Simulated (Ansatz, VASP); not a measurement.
**Two plane-wave programs on NaH**

The input POSCAR:

```
NaH
1.0
    0.0374011917      2.4349134789      2.4349134789
    2.4349134789      0.0374011917      2.4349134789
    2.4349134789      2.4349134789      0.0374011917
Na H
1 1
Direct
    0.0000000000      0.0000000000      0.0000000000
    0.5000000000      0.5000000000      0.5000000000
```

INCAR.step1

```
SYSTEM = NaH
ALGO     = Normal         ! electronic algorithm
EDIFF    = 1E-5           ! SCF threshold, eV
ENCUT    = 520            ! plane-wave cutoff, eV
GGA      = PE             ! functional
ISIF     = 2              ! what is computed and relaxed
ISMEAR   = 0              ! smearing method
LASPH    = .TRUE.         ! aspherical terms in the spheres
LREAL    = .FALSE.        ! projectors in reciprocal space
LWAVE    = .TRUE.         ! write WAVECAR
NBANDS   = 11             ! bands
NELM     = 100            ! most SCF steps
PREC     = Accurate       ! precision mode
SIGMA    = 0.01           ! smearing width, eV
```

Contents of INCAR.step2:

```
SYSTEM = NaH
ALGO     = Normal         ! electronic algorithm
EDIFF    = 1E-6           ! SCF threshold, eV
ENCUT    = 520            ! plane-wave cutoff, eV
GGA      = PE             ! functional
HFSCREEN = 0.2079         ! screening, 1/A
ISIF     = 2              ! what is computed and relaxed
ISMEAR   = 0              ! smearing method
ISTART   = 1            
LASPH    = .TRUE.         ! aspherical terms in the spheres
LCHARG   = .TRUE.         ! write CHGCAR
LELF     = .TRUE.         ! ELF
LHFCALC  = .TRUE.         ! exact exchange
LREAL    = .FALSE.        ! projectors in reciprocal space
LVHAR    = .TRUE.       
LWAVE    = .FALSE.        ! write WAVECAR
NBANDS   = 11             ! bands
NELM     = 100            ! most SCF steps
PREC     = Accurate       ! precision mode
PRECFOCK = Normal       
SIGMA    = 0.01           ! smearing width, eV
```

KPOINTS

```
k-points
0
G
  6 6 6
  0 0 0
```

Input for Ansatz:

```yaml
crystal:
  lattice:
    - [0.0374011917, 2.4349134789, 2.4349134789]
    - [2.4349134789, 0.0374011917, 2.4349134789]
    - [2.4349134789, 2.4349134789, 0.0374011917]
  atoms:
    - { symbol: Na, position: [0.0, 0.0, 0.0] }
    - { symbol: H, position: [0.5, 0.5, 0.5] }
kpoints:
  mp_grid: { grid: [6, 6, 6] }
  band_path:
    path:
      - [0.0, 0.0, 0.0]
      - [0.5, 0.0, 0.5]
      - [0.625, 0.25, 0.625]
      - [0.375, 0.375, 0.75]
      - [0.5, 0.5, 0.5]
      - [0.5, 0.25, 0.75]
    npoints: 1
hamiltonian:
  xc: hse06
scf:
  occupations: { method: fixed }
  n_extra_bands: 4
output:
  forces: true
  stress: true
  eigenvalues: true
```

Change from the starting cell: shear_111 strain +2.3%.

Alike in both runs: task single point; functional HSE06; k mesh 6 × 6 × 6; no spin polarisation.

```csv
,VASP,Ansatz
version,VASP 6.6.1,Ansatz 0.2.0
potentials or method,"VASP PAW PBE potentials, release 64 (Na_pv, H)","plane waves, PAW"
plane-wave cutoff (eV),520,420
occupations,"gaussian, width 0.01 eV",fixed
valence electrons in the cell,8,10
```

VASP gave:

```
gap on the k mesh at the Fermi level (eV)                     : 4.70
pressure (GPa)                                                : -0.4
traceless stress, the component that is largest in VASP (GPa) : -0.37
```

Problem. Which values does Ansatz return?

Solution. gap on the k mesh at the Fermi level (eV): 4.71; pressure (GPa): -0.4; traceless stress, the component that is largest in VASP (GPa): -0.37.

VASP's potentials hold 8 valence electrons a cell and Ansatz's 10, so a difference there can come from the potentials and not from the codes. Ansatz's warnings: stress exchange threshold loose, stress scf threshold loose.
